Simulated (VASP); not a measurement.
# Mo6H in VASP: relaxation of the atoms with PBE

Aim: the relaxation of the atoms of Mo6H with PBE.

All numbers are computed with VASP 6.6.1; they aren't measurements. Logs are shortened: lines on timing, memory, paths and dates and some standing lists are left out, and cuts for length are marked.

## (1) The cell of the first run

The cell holds a slab with vacuum, 7 atoms: a = 4.470 Å, b = 4.470 Å, c = 19.760 Å, α = 90.00°, β = 90.00°, γ = 120.00°.

## (2) Relaxation of the atoms, PBE

File INCAR:

```
PREC = Accurate ; ENCUT = 520
EDIFF = 1E-6 ; ISMEAR = 0
SIGMA = 0.1 ; LREAL = False
LASPH = True ; NELM = 100
ALGO = Normal ; ISIF = 2
LWAVE = False ; LCHARG = False
LDIPOL = True ; IDIPOL = 3
DIPOL = 0.5 0.5 0.330 ; GGA = PE
IBRION = 2 ; NSW = 36
EDIFFG = -0.025
```

File KPOINTS:

```
regular mesh
0
Gamma
  6 6 1
```

File POSCAR:

```
Mo6H
1.0
    4.4695765307      0.0000000000      0.0000000000
   -2.2347882654      3.8707668198      0.0000000000
    0.0000000000      0.0000000000     19.7595667350
Mo H
6 1
Selective dynamics
Direct
    0.6666666667      0.3333333333      0.2024335884  F F F
    0.3333333333      0.6666666667      0.2486060831  F F F
    0.0000000000      0.0000000000      0.2947785777  F F F
    0.6666666667      0.3333333333      0.3368821116  F F F
    0.3333333333      0.6666666667      0.3779725564  F F F
    0.0000000000      0.0000000000      0.4180034333  F F F
    0.6666666667      0.3333333333      0.4347247127  F F T
```

Potentials or basis: VASP PAW PBE potentials, release 64 (Mo_sv, H).

On the command line:

```bash
$ cat potpaw_PBE.64/Mo_sv/POTCAR potpaw_PBE.64/H/POTCAR > POTCAR
$ mpirun -np 1 vasp_std > vasp.out
```

OUTCAR:

```text
PREC = Accurate
   ENCUT = 520
   EDIFF = 1E-6
   ISMEAR = 0
   LREAL = False
   LASPH = True
   NELM = 100
   ISIF = 2
   GGA = PE
   IBRION = 2
   NSW = 36
   EDIFFG = -0.025

 ion  position               nearest neighbor table
   1  0.667  0.333  0.202-   4 2.66   2 2.74   2 2.74   2 2.74   3 3.16   3 3.16   3 3.16
   2  0.333  0.667  0.249-   5 2.56   3 2.74   3 2.74   3 2.74   1 2.74   1 2.74   1 2.74   4 3.11
                             4 3.11   4 3.11
   3  0.000  0.000  0.295-   6 2.43   4 2.71   4 2.71   4 2.71   2 2.74   2 2.74   2 2.74   5 3.06
                             5 3.06   5 3.06   1 3.16   1 3.16   1 3.16
   4  0.667  0.333  0.337-   7 1.93   1 2.66   5 2.71   5 2.71   5 2.71   3 2.71   3 2.71   3 2.71
                             6 3.04   6 3.04   6 3.04   2 3.11   2 3.11   2 3.11
   5  0.333  0.667  0.378-   2 2.56   6 2.70   6 2.70   6 2.70   4 2.71   4 2.71   4 2.71   3 3.06
                             3 3.06   3 3.06
   6  0.000  0.000  0.418-   3 2.43   5 2.70   5 2.70   5 2.70   4 3.04   4 3.04   4 3.04
   7  0.667  0.333  0.435-   4 1.93

  LATTYP: Found a hexagonal cell.
 ALAT       =     4.4695765307
 C/A-ratio  =     4.4209035463

  Lattice vectors:

 A1 = (   4.4695765307,   0.0000000000,   0.0000000000)
 A2 = (  -2.2347882654,   3.8707668198,   0.0000000000)
 A3 = (   0.0000000000,   0.0000000000,  19.7595667350)

Analysis of symmetry for initial positions (statically):
=====================================================================
 Subroutine PRICEL returns:
 Original cell was already a primitive cell.

 Routine SETGRP: Setting up the symmetry group for a
 hexagonal supercell.

 Subroutine GETGRP returns: Found  6 space group operations
 (whereof  6 operations were pure point group operations)
 out of a pool of 24 trial point group operations.

The static configuration has the point symmetry C_3v.

Analysis of symmetry for dynamics (positions and initial velocities):
=====================================================================
 Subroutine PRICEL returns:
 Original cell was already a primitive cell.

 Routine SETGRP: Setting up the symmetry group for a
 hexagonal supercell.

 Subroutine GETGRP returns: Found  6 space group operations
 (whereof  6 operations were pure point group operations)
 out of a pool of 24 trial point group operations.

The dynamic configuration has the point symmetry C_3v.

Analysis of constrained symmetry for selective dynamics:
=====================================================================
 Subroutine PRICEL returns:
 Original cell was already a primitive cell.

 Routine SETGRP: Setting up the symmetry group for a
 hexagonal supercell.

 Subroutine GETGRP returns: Found  6 space group operations
 (whereof  6 operations were pure point group operations)
 out of a pool of 24 trial point group operations.

The constrained configuration has the point symmetry C_3v.

 Subroutine INISYM returns: Found  6 space group operations
 (whereof  6 operations are pure point group operations),
 and found     1 'primitive' translations

----------------------------------------------------------------------------------------

                                     Primitive cell

  volume of cell :     341.8541

  direct lattice vectors                    reciprocal lattice vectors
     4.469576531  0.000000000  0.000000000     0.223734842  0.129173371  0.000000000
    -2.234788265  3.870766820  0.000000000     0.000000000  0.258346743  0.000000000
     0.000000000  0.000000000 19.759566735     0.000000000  0.000000000  0.050608397

  length of vectors
     4.469576531  4.469576531 19.759566735     0.258346743  0.258346743  0.050608397

  position of ions in fractional coordinates (direct lattice)
     0.666666667  0.333333333  0.202433588
     0.333333333  0.666666667  0.248606083
     0.000000000  0.000000000  0.294778578
     0.666666667  0.333333333  0.336882112
     0.333333333  0.666666667  0.377972556
     0.000000000  0.000000000  0.418003433
     0.666666667  0.333333333  0.434724713

  ion indices of the primitive-cell ions
   primitive index   ion index
                 1           1
                 2           2
                 3           3
                 4           4
                 5           5
                 6           6
                 7           7

----------------------------------------------------------------------------------------

 KPOINTS: regular mesh

Automatic generation of k-mesh.
 Grid dimensions read from file:
 generate k-points for:    6    6    1

 Generating k-lattice:

  Cartesian coordinates                     Fractional coordinates (reciprocal lattice)
     0.037289140  0.021528895  0.000000000     0.166666667  0.000000000  0.000000000
     0.000000000  0.043057790  0.000000000     0.000000000  0.166666667  0.000000000
     0.000000000  0.000000000  0.050608397     0.000000000  0.000000000  1.000000000

  Length of vectors
     0.043057790  0.043057790  0.050608397

  Shift w.r.t. Gamma in fractional coordinates (k-lattice)
     0.000000000  0.000000000  0.000000000

 Subroutine IBZKPT returns following result:
 ===========================================

 Found      7 irreducible k-points:

 Following reciprocal coordinates:
            Coordinates               Weight
  0.000000  0.000000  0.000000      1.000000
  0.166667 -0.000000  0.000000      6.000000
  0.333333  0.000000  0.000000      6.000000
  0.500000 -0.000000  0.000000      3.000000
  0.166667  0.166667  0.000000      6.000000
  0.333333  0.166667  0.000000     12.000000
  0.333333  0.333333  0.000000      2.000000
   k-points           NKPTS =      7   k-points in BZ     NKDIM =      7   number of bands    NBANDS=     51
   number of dos      NEDOS =    301   number of ions     NIONS =      7
   total plane-waves  NPLWV = 194400
   dimension x,y,z NGX =    36 NGY =   36 NGZ =  150
   dimension x,y,z NGXF=    72 NGYF=   72 NGZF=  300
   ions per type =               6   1
   NGX,Y,Z   is equivalent  to a cutoff of  13.39, 13.39, 12.62 a.u.
   NGXF,Y,Z  is equivalent  to a cutoff of  26.78, 26.78, 25.24 a.u.
 SYSTEM =  unknown system
   PREC   = accura    normal or accurate (medium, high low for compatibility)
   ISTART =      0    job   : 0-new  1-cont  2-samecut
   ICHARG =      2    charge: 1-file 2-atom 10-const
   ISPIN  =      1    spin polarized calculation?
   LNONCOLLINEAR =      F non collinear calculations
   LSORBIT =      F    spin-orbit coupling
   LASPH  =      T    aspherical Exc in radial PAW
   ENCUT  =  520.0 eV  38.22 Ry    6.18 a.u.   8.31  8.31 36.74*2*pi/ulx,y,z
   NELM   =    100;   NELMIN=  2; NELMDL= -5     # of ELM steps
   EDIFF  = 0.1E-05   stopping-criterion for ELM
   LREAL  =      F    real-space projection
   EDIFFG = -.3E-01   stopping-criterion for IOM
   NSW    =     36    number of steps for IOM
   IBRION =      2    ionic relax: 0-MD 1-quasi-New 2-CG
   NFREE  =      1    steps in history (QN), initial steepest desc. (CG)
   ISIF   =      2    stress and relaxation
   ISYM   =      2    0-nonsym 1-usesym 2-fastsym
   POTIM  = 0.5000    time-step for ionic-motion
   TEBEG  =    0.0;   TEEND  =   0.0 temperature during run
   PSTRESS=    0.0 pullay stress
   NELECT =      85.0000    total number of electrons
   NUPDOWN=      -1.0000    fix difference up-down
   EMIN   =  10.00;   EMAX   =-10.00  energy-range for DOS
   EFERMI =   0.00;   METHOD = LEGACY
   ISMEAR =     0;   SIGMA  =   0.10  broadening in eV -4-tet -1-fermi 0-gaus
   EFERMI_NEDOS =   21; number of points for ismear=-14 and -15
   IALGO  =     38    algorithm
   IMIX   =      4    mixing-type and parameters
     AMIX     =   0.40;   BMIX     =  1.00
     AMIX_MAG =   1.60;   BMIX_MAG =  1.00
  volume/ion in A,a.u.               =      48.84       329.56
  Fermi-wavevector in a.u.,A,eV,Ry     =   1.029440  1.945359 14.418718  1.059746
  Thomas-Fermi vector in A             =   2.163487
   LORBIT       =      0    0 simple, 1 ext, 2 COOP (PROOUT), +10 PAW based schemes
   GGA     = PE    functional components
   LHFCALC =     F    Hartree Fock is set to
   AEXX    =    0.0000 exact exchange contribution
   IVDW    =     0    specifies the selected vdW correction
   LEPSILON=     F    determine dielectric tensor
   LRPA    =     F    only Hartree local field effects (RPA)
 conjugate gradient relaxation of ions
 non-spin polarized calculation
 Gauss-broadening in eV      SIGMA  =   0.10
  energy-cutoff  :      520.00
  volume of cell :      341.85
 maximum number of plane-waves:      9223
 NGX is ok and might be reduce to    36
   NGX = 17   NGY = 17   NGZ = 73

 dipolmoment           0.000000      0.000000      0.000028 electrons x Angstroem

--------------------------------------- Ionic step        1  -------------------------------------------

 number of electron      85.0000007 magnetization

 Free energy of the ion-electron system (eV)
  ---------------------------------------------------
  ext. energy  EPLUGINS =         0.00000000
  ---------------------------------------------------
  free energy    TOTEN  =       -62.15456538 eV

  energy without entropy =      -62.10030732  energy(sigma->0) =      -62.12743635

------------------------ aborting loop because EDIFF is reached ----------------------------------------

 vacuum level on the upper side and lower side of the slab       (xc-potential included)        -0.121        -0.112

  FORCE on cell =-STRESS in cart. coord.  units (eV):
  Direction    XX          YY          ZZ          XY          YZ          ZX
  --------------------------------------------------------------------------------------
  -------------------------------------------------------------------------------------
  Total       -5.6200194     -5.6200194     -1.1020635      0.0000000      0.0000000      0.0000000
  in kB      -26.3395040    -26.3395040     -5.1650721      0.0000000      0.0000000      0.0000000
  external PRESSURE =     -19.2813600 kB  Pullay stress =       0.0000000 kB
[... 69 lines left out ...]
--------------------------------------- Ionic step        3  -------------------------------------------

 number of electron      85.0000006 magnetization

 dipolmoment           0.000000      0.000000     -0.003776 electrons x Angstroem

 Free energy of the ion-electron system (eV)
  ---------------------------------------------------
  ext. energy  EPLUGINS =         0.00000000
  ---------------------------------------------------
  free energy    TOTEN  =       -62.15593650 eV

  energy without entropy =      -62.10168982  energy(sigma->0) =      -62.12881316

 E-fermi :   0.8595     XC(G=0):  -4.8706

 val. band max:        0.8513534449   @ k =   0.3333   0.3333   0.0000
 cond. band min:       0.8718590616   @ k =   0.1667  -0.0000   0.0000
 fundamental gap:      0.0205056166
 Fermi energy:         0.8595372276

 k-point     1 :       0.0000    0.0000    0.0000
  band No.  band energies     occupation
      1     -60.3183      2.00000
      2     -60.0859      2.00000
      3     -60.0344      2.00000
      4     -60.0049      2.00000
      5     -59.8549      2.00000
      6     -59.7680      2.00000
[... 367 lines left out ...]
     50       2.1551      0.00000
     51       2.4685      0.00000

------------------------ aborting loop because EDIFF is reached ----------------------------------------

 vacuum level on the upper side and lower side of the slab       (xc-potential included)        -0.029         0.009

  FORCE on cell =-STRESS in cart. coord.  units (eV):
  Direction    XX          YY          ZZ          XY          YZ          ZX
  --------------------------------------------------------------------------------------
  -------------------------------------------------------------------------------------
  Total       -5.6015440     -5.6015440     -0.8353414      0.0000000      0.0000000      0.0000000
  in kB      -26.2529148    -26.2529148     -3.9150182      0.0000000      0.0000000      0.0000000
  external PRESSURE =     -18.8069492 kB  Pullay stress =       0.0000000 kB
[... 22 lines left out ...]
  FREE ENERGIE OF THE ION-ELECTRON SYSTEM (eV)
  ---------------------------------------------------
  free  energy   TOTEN  =       -62.1559364968 eV

  energy  without entropy=      -62.1016898225  energy(sigma->0) =      -62.12881316

 reached required accuracy - stopping structural energy minimisation

 vacuum level on the upper side and lower side of the slab         4.546         4.586
```

Wall time 6.1 min (1 thread of Intel Xeon Platinum 8488C (Sapphire Rapids), shared host); peak memory 0.52 GiB.

Results:

- Free energy: -62.1559 eV
- Energy gained by relaxing: 0.2 meV/atom
- Ionic steps: 3
- Band gap on the k mesh: zero (an odd number of electrons rules out a gap without spin polarisation)

Step by step:
| step | energy change (eV) | largest force on free atoms (eV/Å) | pressure (GPa) |
| --- | --- | --- | --- |
| 1 | 0.0000 | 0.1175 | -1.93 |
| 2 | -0.0006 | 0.0893 | -1.92 |
| 3 | -0.0014 | 0.0012 | -1.88 |

Final structure:
```xyz
7
Lattice="4.4696 0.0000 0.0000 -2.2348 3.8708 0.0000 0.0000 0.0000 19.7596" Properties=species:S:1:pos:R:3 pbc="T T T"
Mo    2.2348    1.2903    4.0000
Mo    0.0000    2.5805    4.9123
Mo    0.0000    0.0000    5.8247
Mo    2.2348    1.2903    6.6566
Mo    0.0000    2.5805    7.4686
Mo    0.0000    0.0000    8.2596
H     2.2348    1.2903    8.5673
```

Levels at points of the mesh, in eV from the Fermi level:
```tsv
k point	band 39	band 40	band 41	band 42	band 43	band 44	band 45	band 46	band 47	band 48
(0.00, 0.00, 0.00)	-1.32	-1.21	-1.21	-1.03	-0.15	1.08	1.08	1.24	1.27	1.27
(0.50, 0.00, 0.00)	-1.46	-0.93	-0.47	-0.02	0.04	0.10	0.63	1.02	1.22	1.41
```

The gap in the log of VASP goes by the Fermi energy; the results here count the filled bands.